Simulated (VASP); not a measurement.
Set up this calculation in VASP 6.6.1, as the native input.

```yaml
Task: single point
Functional: PBE
Potentials_or_basis: VASP PAW PBE potentials, release 64 (Ta_pv, Si)
Cutoff: 520 eV
k_mesh: 4 × 4 × 4
Occupations: gaussian, width 0.1 eV
Spin: no spin polarisation
Dipole_correction: no
Further_INCAR_settings: ALGO = Normal; EDIFF = 1e-06; NBANDS = 28
```

The structure of TaSi2 lies in POSCAR:

```
TaSi2
1.0
    0.0000000000      3.4783397540      3.4783397540
    3.4783397540      0.0000000000      3.4783397540
    3.4783397540      3.4783397540      0.0000000000
Ta Si
2 4
Direct
    0.0000000000      0.0000000000      0.0000000000
    0.2500000000      0.2500000000      0.2500000000
    0.6250000000      0.6250000000      0.6250000000
    0.1250000000      0.6250000000      0.6250000000
    0.6250000000      0.6250000000      0.1250000000
    0.6250000000      0.1250000000      0.6250000000
```

One way to write it, as run:

INCAR

```
SYSTEM = TaSi2
ALGO = Normal ; EDIFF = 1E-6
ENCUT = 520 ; GGA = PE
ISIF = 2 ; ISMEAR = 0
LASPH = .True. ; LCHARG = .False.
LREAL = .False. ; LWAVE = .False.
NBANDS = 28 ; NELM = 60
PREC = Accurate ; SIGMA = 0.1
```

KPOINTS

```
k-points
0
Gamma
  4 4 4
  0 0 0
```

Potentials or basis: VASP PAW PBE potentials, release 64 (Ta_pv, Si).

The run is started by

```sh
$ cat potpaw_PBE.64/Ta_pv/POTCAR potpaw_PBE.64/Si/POTCAR > POTCAR
$ mpirun -np 1 vasp_std > vasp.out
```

Results of the run:

| Quantity | Value |
| --- | --- |
| Pressure | -0.1 GPa |
| Band gap on the k mesh | zero (bands 19 and 20 overlap by 2.20 eV) |

Caveat: the k points lie up to 0.39 Å⁻¹ apart, too coarse for converged energies and pressures of a metal; spin-orbit coupling is left out, which moves the levels of the heavy elements.

It took 27 s on 1 thread of Intel(R) Xeon(R) Platinum 8259CL CPU @ 2.50GHz (Skylake/Cascade Lake), with other jobs on the host, peak memory 0.23 GiB.
